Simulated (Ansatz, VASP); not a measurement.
Two plane-wave programs on Al2Cu

The input POSCAR:

```
Al2Cu
1.0
    4.1051820000      0.0000000000      0.0000000000
    0.0000000000      4.1051820000      0.0000000000
    0.0000000000      0.0000000000      2.8913130000
Al Cu
2 1
Direct
    0.5000000000      0.0000000000      0.5000000000
    0.0000000000      0.5000000000      0.5000000000
    0.0000000000      0.0000000000      0.0000000000
```

The input INCAR.step1:

```
PREC     = Accurate       # precision mode
ENCUT    = 600            # plane-wave cutoff, eV
ISMEAR   = 0              # smearing method
SIGMA    = 0.1            # smearing width, eV
LREAL    = F              # projectors in reciprocal space
LASPH    = T              # aspherical terms in the spheres
NELM     = 60             # most SCF steps
GGA      = PE             # functional
ALGO     = Normal         # electronic algorithm
EDIFF    = 1E-4           # SCF threshold, eV
LWAVE    = T              # write WAVECAR
LCHARG   = F              # write CHGCAR
```

File INCAR.step2:

```
PREC     = Accurate       # precision mode
ENCUT    = 600            # plane-wave cutoff, eV
EDIFF    = 1E-6           # SCF threshold, eV
ISMEAR   = 0              # smearing method
SIGMA    = 0.1            # smearing width, eV
LREAL    = F              # projectors in reciprocal space
LASPH    = T              # aspherical terms in the spheres
NELM     = 60             # most SCF steps
ALGO     = Normal         # electronic algorithm
ISIF     = 3              # what is computed and relaxed
LWAVE    = F              # write WAVECAR
LCHARG   = F              # write CHGCAR
METAGGA  = R2SCAN         # meta-GGA
LMIXTAU  = T            
IBRION   = 2              # ionic algorithm
NSW      = 100            # ionic steps
EDIFFG   = -0.01          # ionic threshold
ISTART   = 1
```

The input KPOINTS:

```
Automatic mesh
0
Gamma
  12 12 16
```

Input for Ansatz:

```yaml
crystal:
  lattice:
    - [4.105182, 0.0, 0.0]
    - [0.0, 4.105182, 0.0]
    - [0.0, 0.0, 2.891313]
  atoms:
    - { symbol: Al, position: [0.5, 0.0, 0.5] }
    - { symbol: Al, position: [0.0, 0.5, 0.5] }
    - { symbol: Cu, position: [0.0, 0.0, 0.0] }
basis:
  ecutwfc: 500
kpoints:
  mp_grid: { grid: [12, 12, 16] }
hamiltonian:
  xc: r2scan
scf:
  occupations: { method: gaussian, width: 0.1 }
output:
  forces: true
  stress: true
  eigenvalues: true
relax:
  adjacent_minimum: "off"
  f_tol: 0.01
  max_steps: 80
  cell: { stress_tol: 0.05 }
```

Alike in both runs: task relaxation of cell and atoms; functional r2SCAN; k mesh 12 × 12 × 16; occupations gaussian, width 0.1 eV; no spin polarisation.

|  | VASP | Ansatz |
| --- | --- | --- |
| version | VASP 6.6.1 | Ansatz 0.2.0 |
| potentials or method | VASP PAW PBE potentials, release 64 (Al, Cu), cutoff 600 eV | scalar-relativistic, plane waves, PAW |
| valence electrons in the cell | 17 | 25 |

|  | VASP | Ansatz | Ansatz less VASP |
| --- | --- | --- | --- |
| gap on the k mesh at the Fermi level, each at its own relaxed structure (eV) | none | none | - |
| relaxed volume (Å³/atom) | 15.87 | 15.89 | +0.026 |
| relaxed cell length with the largest relative difference (Å) | 2.837 | 2.839 | +0.0020 |

VASP's potentials were made for PBE, not for r2SCAN. A gap of «none» marks a metal or a gap that the smearing closes. VASP's potentials hold 17 valence electrons a cell and Ansatz's 25, so a difference there can come from the potentials and not from the codes.
